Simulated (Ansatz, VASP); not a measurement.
**Pt: VASP beside Ansatz**

Contents of INCAR:

```
ALGO     = Fast           # electronic algorithm
EDIFF    = 1E-7           # SCF threshold, eV
ENCUT    = 520            # plane-wave cutoff, eV
GGA      = PS             # functional
ISIF     = 2              # what is computed and relaxed
ISMEAR   = 0              # smearing method
LASPH    = True           # aspherical terms in the spheres
LCHARG   = False          # write CHGCAR
LREAL    = False          # projectors in reciprocal space
LWAVE    = False          # write WAVECAR
NBANDS   = 11             # bands
NELM     = 80             # most SCF steps
PREC     = Accurate       # precision mode
SIGMA    = 0.15           # smearing width, eV
```

File KPOINTS:

```
k-points
0
Gamma
  20 20 20
```

Contents of POSCAR:

```
Pt
1.0
   -1.6189588721      1.5019257007      1.5604422864
    1.5019257007     -1.6189588721      1.5604422864
    1.6189588721      1.6189588721     -1.6774754579
Pt
1
Direct
    0.0000000000      0.0000000000      0.0000000000
```

Input for Ansatz:

```yaml
crystal:
  lattice:
    - [-1.6189588721, 1.5019257007, 1.5604422864]
    - [1.5019257007, -1.6189588721, 1.5604422864]
    - [1.6189588721, 1.6189588721, -1.6774754579]
  atoms:
    - { symbol: Pt, position: [0.0, 0.0, 0.0] }
basis:
  ecutwfc: 420
kpoints:
  mp_grid: { grid: [20, 20, 20] }
hamiltonian:
  xc: pbesol
  pseudopotentials: { kind: paw, azcp: { folder: soft_1 } }
scf:
  occupations: { method: gaussian, width: 0.15 }
output:
  forces: true
  stress: true
  eigenvalues: true
```

Change from the starting cell: engineering shear strain xz -0.0750, engineering shear strain yz -0.0750.

Alike in both runs: task single point; functional PBEsol; k mesh 20 × 20 × 20; occupations gaussian, width 0.15 eV; no spin polarisation.

|  | VASP | Ansatz |
| --- | --- | --- |
| version | VASP 6.6.1 | Ansatz 0.2.0 |
| potentials or method | VASP PAW PBE potentials, release 64 (Pt), cutoff 520 eV | scalar-relativistic, plane waves, PAW |
| valence electrons in the cell | 10 | 18 |

```csv
,VASP,Ansatz,Ansatz less VASP
gap on the k mesh at the Fermi level (eV),none,none,-
pressure (GPa),4.2,4.5,+0.37
"traceless stress, the component that is largest in VASP (GPa)",13.37,13.44,+0.071
```

VASP's potentials were made for PBE, not for PBEsol, and Ansatz warns of the same on its side. A gap of «none» marks a metal or a gap that the smearing closes. The functional is the same, so the differences come from potentials, cutoffs and numerics. VASP's potentials hold 10 valence electrons a cell and Ansatz's 18, so a difference there can come from the potentials and not from the codes.

Neither program's run includes spin-orbit coupling.
